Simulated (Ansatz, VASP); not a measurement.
# Two plane-wave programs on Ca

File INCAR:

```
SYSTEM = Ca
ALGO = Fast
EDIFF = 1E-6
ENCUT = 520
GGA = PE
ISIF = 2
ISMEAR = 0
LASPH = .TRUE.
LCHARG = .FALSE.
LREAL = .FALSE.
LWAVE = .FALSE.
NBANDS = 11
NELM = 100
PREC = Accurate
SIGMA = 0.15
```

File KPOINTS:

```
k-points
0
G
  14 14 14
  0 0 0
```

The input POSCAR:

```
Ca
1.0
    3.4886563400      0.0000000000      0.0000000000
    0.0000000000      3.2270071145      0.0000000000
    0.0000000000      0.0000000000      3.4886563400
Ca
1
Direct
    0.0000000000      0.0000000000      0.0000000000
```

Input for Ansatz:

```yaml
crystal:
  lattice:
    - [3.48865634, 0.0, 0.0]
    - [0.0, 3.2270071145, 0.0]
    - [0.0, 0.0, 3.48865634]
  atoms:
    - { symbol: Ca, position: [0.0, 0.0, 0.0] }
basis:
  ecutwfc: 420
kpoints:
  mp_grid: { grid: [14, 14, 14] }
hamiltonian:
  xc: pbe
scf:
  occupations: { method: gaussian, width: 0.15 }
output:
  forces: true
  stress: true
  eigenvalues: true
```

Change from the starting cell: strain -0.0750 x Voigt [0, 1, 0, 0, 0, 0], atoms carried along.

Alike in both runs: task single point; functional PBE; k mesh 14 × 14 × 14; occupations gaussian, width 0.15 eV; no spin polarisation.

```csv
,VASP,Ansatz
version,VASP 6.6.1,Ansatz 0.2.0
potentials or method,"VASP PAW PBE potentials, release 64 (Ca_sv), cutoff 520 eV","scalar-relativistic, plane waves, PAW"
valence electrons in the cell,10,10
```

```tsv
	VASP	Ansatz	Ansatz less VASP
gap on the k mesh at the Fermi level (eV)	none	none	-
pressure (GPa)	1.5	1.5	0.00
traceless stress, the component that is largest in VASP (GPa)	3.97	3.95	-0.015
```

A gap of «none» marks a metal or a gap that the smearing closes.
